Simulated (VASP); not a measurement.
# CdGeAs2 (I-42d) in VASP: single point with r2SCAN

Aim: the single point of CdGeAs2 with r2SCAN.

All numbers are computed with VASP 6.6.1; they aren't measurements. Logs are shortened: lines on timing, memory, paths and dates and some standing lists are left out, and cuts for length are marked.

## (1) The cell of the first run

Symmetry: I-42d, No. 122, tetragonal system. The conventional cell has a = 5.980 Å, b = 5.980 Å, c = 11.300 Å, α = 90.00°, β = 90.00°, γ = 90.00°. Cd (site symmetry -4) has 4 As at 2.65 Å within 3.5 Å. Ge (site symmetry -4) has 4 As at 2.45 Å within 3.2 Å. Within 3.2 Å of As (site symmetry 2) lie 2 Ge at 2.45 Å and 2 Cd at 2.65 Å.

## (2) Single point, r2SCAN

POSCAR reads:

```
CdGeAs2
1.0
   -2.9901296780      2.9901296780      5.6502105088
    2.9901296780     -2.9901296780      5.6502105088
    2.9901296780      2.9901296780     -5.6502105088
Cd Ge As
2 2 4
Direct
    0.2500000000      0.7500000000      0.5000000000
    0.5000000000      0.5000000000      0.0000000000
    0.0000000000      0.0000000000      0.0000000000
    0.7500000000      0.2500000000      0.5000000000
    0.8750000000      0.3463378356      0.9713378356
    0.6536621644      0.6250000000      0.5286621644
    0.3750000000      0.9036621644      0.0286621644
    0.0963378356      0.1250000000      0.4713378356
```

INCAR.step1 reads:

```
SYSTEM = CdGeAs2
PREC = Accurate ; ENCUT = 550
ISMEAR = 0 ; SIGMA = 0.01
LREAL = .False. ; LASPH = .True.
NELM = 120 ; NBANDS = 46
GGA = PE ; ALGO = Normal
EDIFF = 1E-5 ; LWAVE = .True.
LCHARG = .False. ; GGA_COMPAT = .False.
KPAR = 4
```

INCAR.step2 reads:

```
SYSTEM = CdGeAs2
PREC = Accurate ; ENCUT = 550
EDIFF = 1E-6 ; ISMEAR = 0
SIGMA = 0.01 ; LREAL = .False.
LASPH = .True. ; NELM = 120
ALGO = Normal ; ISIF = 2
LWAVE = .False. ; LCHARG = .False.
METAGGA = R2SCAN ; LMIXTAU = .True.
NBANDS = 46 ; ISTART = 1
GGA_COMPAT = .False. ; KPAR = 4
```

KPOINTS reads:

```
Automatic mesh
0
Gamma
  12 12 12
  0 0 0
```

Potentials or basis: VASP PAW PBE potentials, release 64 (Cd, Ge_d, As).

On the command line:

```
cat potpaw_PBE.64/Cd/POTCAR potpaw_PBE.64/Ge_d/POTCAR potpaw_PBE.64/As/POTCAR > POTCAR
cp INCAR.step1 INCAR
mpirun -np 4 vasp_std > vasp.out
cp INCAR.step2 INCAR
mpirun -np 4 vasp_std > vasp.out
```

OUTCAR:

```text
SYSTEM = CdGeAs2
   PREC = Accurate
   ENCUT = 550
   EDIFF = 1E-6
   ISMEAR = 0
   LREAL = .False.
   LASPH = .True.
   NELM = 120
   ISIF = 2
   METAGGA = R2SCAN
   ISTART = 1

 ion  position               nearest neighbor table
   1  0.250  0.750  0.500-   7 2.65   8 2.65   6 2.65   5 2.65
   2  0.500  0.500  0.000-   8 2.65   5 2.65   6 2.65   7 2.65
   3  0.000  0.000  0.000-   8 2.45   6 2.45   5 2.45   7 2.45
   4  0.750  0.250  0.500-   5 2.45   6 2.45   7 2.45   8 2.45
   5  0.875  0.346  0.971-   3 2.45   4 2.45   2 2.65   1 2.65
   6  0.654  0.625  0.529-   3 2.45   4 2.45   1 2.65   2 2.65
   7  0.375  0.904  0.029-   4 2.45   3 2.45   1 2.65   2 2.65
   8  0.096  0.125  0.471-   3 2.45   4 2.45   2 2.65   1 2.65

  LATTYP: Found a body centered tetragonal cell.
 ALAT       =     5.9802593560
 C/A-ratio  =     1.8896205574

  Lattice vectors:

 A1 = (  -2.9901296780,   2.9901296780,   5.6502105088)
 A2 = (   2.9901296780,  -2.9901296780,   5.6502105088)
 A3 = (   2.9901296780,   2.9901296780,  -5.6502105088)

Analysis of symmetry for initial positions (statically):
=====================================================================
 Subroutine PRICEL returns:
 Original cell was already a primitive cell.

 Routine SETGRP: Setting up the symmetry group for a
 body centered tetragonal supercell.

 Subroutine GETGRP returns: Found  8 space group operations
 (whereof  4 operations were pure point group operations)
 out of a pool of 16 trial point group operations.

The static configuration has the point symmetry S_4 .
 The point group associated with its full space group is D_2d.

Analysis of symmetry for dynamics (positions and initial velocities):
=====================================================================
 Subroutine PRICEL returns:
 Original cell was already a primitive cell.

 Routine SETGRP: Setting up the symmetry group for a
 body centered tetragonal supercell.

 Subroutine GETGRP returns: Found  8 space group operations
 (whereof  4 operations were pure point group operations)
 out of a pool of 16 trial point group operations.

The dynamic configuration has the point symmetry S_4 .
 The point group associated with its full space group is D_2d.

 Subroutine INISYM returns: Found  8 space group operations
 (whereof  4 operations are pure point group operations),
 and found     1 'primitive' translations

----------------------------------------------------------------------------------------

[... 111 lines left out ...]
   ISYM   =      2    0-nonsym 1-usesym 2-fastsym
   POTIM  = 0.5000    time-step for ionic-motion
   TEBEG  =    0.0;   TEEND  =   0.0 temperature during run
   PSTRESS=    0.0 pullay stress
   NELECT =      72.0000    total number of electrons
   NUPDOWN=      -1.0000    fix difference up-down
   EMIN   =  10.00;   EMAX   =-10.00  energy-range for DOS
   EFERMI =   0.00;   METHOD = LEGACY
   ISMEAR =     0;   SIGMA  =   0.01  broadening in eV -4-tet -1-fermi 0-gaus
   EFERMI_NEDOS =   21; number of points for ismear=-14 and -15
   IALGO  =     38    algorithm
   IMIX   =      4    mixing-type and parameters
     AMIX     =   0.40;   BMIX     =  1.00
     AMIX_MAG =   1.60;   BMIX_MAG =  1.00
  volume/ion in A,a.u.               =      25.26       170.46
  Fermi-wavevector in a.u.,A,eV,Ry     =   1.160604  2.193224 18.327074  1.347002
  Thomas-Fermi vector in A             =   2.297185
   LORBIT       =      0    0 simple, 1 ext, 2 COOP (PROOUT), +10 PAW based schemes
   METAGGA = R2SCAN    functional components
   LHFCALC =     F    Hartree Fock is set to
   AEXX    =    0.0000 exact exchange contribution
   IVDW    =     0    specifies the selected vdW correction
   LEPSILON=     F    determine dielectric tensor
   LRPA    =     F    only Hartree local field effects (RPA)
 non-spin polarized calculation
 Gauss-broadening in eV      SIGMA  =   0.01
  energy-cutoff  :      550.00
  volume of cell :      202.07
 maximum number of plane-waves:      5958
 NGX is ok and might be reduce to    54
   NGX = 27   NGY = 27   NGZ = 27

 number of electron      72.0000011 magnetization

 Free energy of the ion-electron system (eV)
  ---------------------------------------------------
  ext. energy  EPLUGINS =         0.00000000
  ---------------------------------------------------
  free energy    TOTEN  =      -127.96186614 eV

  energy without entropy =     -127.96186614  energy(sigma->0) =     -127.96186614

 E-fermi :   2.8642     XC(G=0):  -9.9100

 val. band max:        2.8247442532   @ k =   0.0000   0.0000   0.0000
 cond. band min:       2.9104483152   @ k =   0.0000   0.0000   0.0000
 fundamental gap:      0.0857040621
 Fermi energy:         2.8642156564

 k-point     1 :       0.0000    0.0000    0.0000
  band No.  band energies     occupation
      1     -22.8531      2.00000
      2     -22.8529      2.00000
      3     -22.8529      2.00000
      4     -22.8486      2.00000
      5     -22.8452      2.00000
      6     -22.8452      2.00000
[... 1165 lines left out ...]
     45       8.1669      0.00000
     46       8.5028      0.00000

 [... further k-points ...]

------------------------ aborting loop because EDIFF is reached ----------------------------------------

  FORCE on cell =-STRESS in cart. coord.  units (eV):
  Direction    XX          YY          ZZ          XY          YZ          ZX
  --------------------------------------------------------------------------------------
  -------------------------------------------------------------------------------------
  Total        0.2044027      0.2044027      0.1964874      0.0000000     -0.0000000      0.0000000
  in kB        1.6206624      1.6206624      1.5579035      0.0000000     -0.0000000      0.0000000
  external PRESSURE =       1.5997428 kB  Pullay stress =       0.0000000 kB

 VOLUME and BASIS-vectors are now :
 -----------------------------------------------------------------------------
  energy-cutoff  :      550.00
  volume of cell :      202.07
      direct lattice vectors                 reciprocal lattice vectors
    -2.990129678  2.990129678  5.650210509     0.000000000  0.167216828  0.088492278
     2.990129678 -2.990129678  5.650210509     0.167216828  0.000000000  0.088492278
     2.990129678  2.990129678 -5.650210509     0.167216828  0.167216828  0.000000000

 POSITION                                       TOTAL-FORCE (eV/Angst)
 -----------------------------------------------------------------------------------
      2.99013      0.00000      2.82511         0.000000     -0.000000     -0.000000
      0.00000      0.00000      5.65021         0.000000     -0.000000     -0.000000
      0.00000      0.00000      0.00000         0.000000     -0.000000      0.000000
      0.00000      2.99013      2.82511         0.000000     -0.000000     -0.000000
      1.32366      4.48519      1.41255        -0.006252     -0.000000     -0.000000
      1.49506      1.66647      4.23766         0.000000      0.006252     -0.000000
      1.66647     -1.49506      7.06276         0.006252     -0.000000     -0.000000
      1.49506      1.32366     -1.41255         0.000000     -0.006252     -0.000000
 -----------------------------------------------------------------------------------
    total drift:                                0.000003      0.000003      0.000004

  FREE ENERGIE OF THE ION-ELECTRON SYSTEM (eV)
  ---------------------------------------------------
  free  energy   TOTEN  =      -127.9618661368 eV

  energy  without entropy=     -127.9618661368  energy(sigma->0) =     -127.96186614
```

OSZICAR.step1:

```text
N       E                     dE             d eps       ncg     rms          rms(c)
DAV:   1     0.721282535463E+03    0.72128E+03   -0.33913E+04 19356   0.263E+03
DAV:   2     0.817245637063E+02   -0.63956E+03   -0.61499E+03 15076   0.838E+02
DAV:   3    -0.241057653973E+02   -0.10583E+03   -0.10392E+03 16816   0.181E+02
DAV:   4    -0.306371497539E+02   -0.65314E+01   -0.65030E+01 18022   0.512E+01
DAV:   5    -0.307737019229E+02   -0.13655E+00   -0.13648E+00 17238   0.759E+00    0.856E+00
DAV:   6    -0.299756758802E+02    0.79803E+00   -0.15807E+00 17560   0.101E+01    0.668E+00
DAV:   7    -0.298989278833E+02    0.76748E-01   -0.77307E-01 18386   0.350E+00    0.254E+00
DAV:   8    -0.298976823913E+02    0.12455E-02   -0.93695E-02 16746   0.237E+00    0.541E-01
DAV:   9    -0.298982929682E+02   -0.61058E-03   -0.13480E-02 17532   0.114E+00    0.120E-01
DAV:  10    -0.298981748743E+02    0.11809E-03   -0.21890E-03 16976   0.396E-01    0.568E-02
DAV:  11    -0.298983839300E+02   -0.20906E-03   -0.76578E-04 15962   0.130E-01    0.326E-02
DAV:  12    -0.298983565213E+02    0.27409E-04   -0.14696E-04 15294   0.962E-02    0.190E-02
DAV:  13    -0.298983636006E+02   -0.70793E-05   -0.16089E-05 12230   0.308E-02
   1 F= -.29898364E+02 E0= -.29898364E+02  d E =-.394110E-12
```

It took 21 min on 4 MPI ranks of AMD EPYC 9R45 (Zen 5), shared host; peak memory 1.4 GiB.

Results:

```yaml
Free_energy: -127.9619 eV
Pressure: 0.2 GPa
Largest_force: 0.006 eV/Å
Band_gap_on_the_k_mesh: 0.09 eV
```

Forces in eV/Å, atoms in the order of the input:
```
Cd   0.000  0.000  0.000
Cd   0.000  0.000  0.000
Ge   0.000  0.000  0.000
Ge   0.000  0.000  0.000
As  -0.006  0.000  0.000
As   0.000  0.006  0.000
As   0.006  0.000  0.000
As   0.000 -0.006  0.000
```

Caveat: semilocal functionals underestimate gaps, and a narrow one can read as zero; the PAW data sets were made with another functional, which shifts forces and pressure a little.
